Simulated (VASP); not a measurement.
A run of VASP 6.6.1 is set up as follows.

Contents of INCAR:

```
SYSTEM = TiO2
ALGO = Normal
EDIFF = 1E-7
ENCUT = 520
GGA = PE
ISIF = 2
ISMEAR = 0
LASPH = .True.
LCHARG = .False.
LREAL = .False.
LWAVE = .False.
NBANDS = 33
NELM = 80
PREC = Accurate
SIGMA = 0.02
```

The input KPOINTS:

```
k-points
0
Gamma
  10 10 10
  0 0 0
```

POSCAR

```
TiO2
1.0
   -1.8996112692      1.8996112692      4.8484484049
    1.8996112692     -1.8996112692      4.8484484049
    1.8996112692      1.8996112692     -4.8484484049
Ti O
2 4
Direct
    0.0000000000      0.0000000000      0.0000000000
    0.7500000000      0.2500000000      0.5000000000
    0.2065067269      0.2065067269      0.0000000000
    0.9565067269      0.4565067269      0.5000000000
    0.5434932731      0.0434932731      0.5000000000
    0.7934932731      0.7934932731      0.0000000000
```

Potentials or basis: VASP PAW PBE potentials, release 64 (Ti_sv, O).

Run with:

```bash
$ cat potpaw_PBE.64/Ti_sv/POTCAR potpaw_PBE.64/O/POTCAR > POTCAR
$ mpirun -np 1 vasp_std > vasp.out
```

**Question.** Estimate the band gap on the k mesh.

**Answer.** 2.11 eV, indirect (least direct gap 2.41 eV).

**Question.** Estimate the pressure.

**Answer.** 0.7 GPa.

**Question.** Predict the largest force.

**Answer.** 0.017 eV/Å.

Forces on the atoms (eV/Å):
```
Ti   0.000  0.000  0.000
Ti   0.000  0.000  0.000
O    0.000  0.000  0.017
O    0.000  0.000  0.017
O    0.000  0.000 -0.017
O    0.000  0.000 -0.017
```

A k mesh can miss the band edges. As with any semilocal functional, this PBE gap is likely too small.
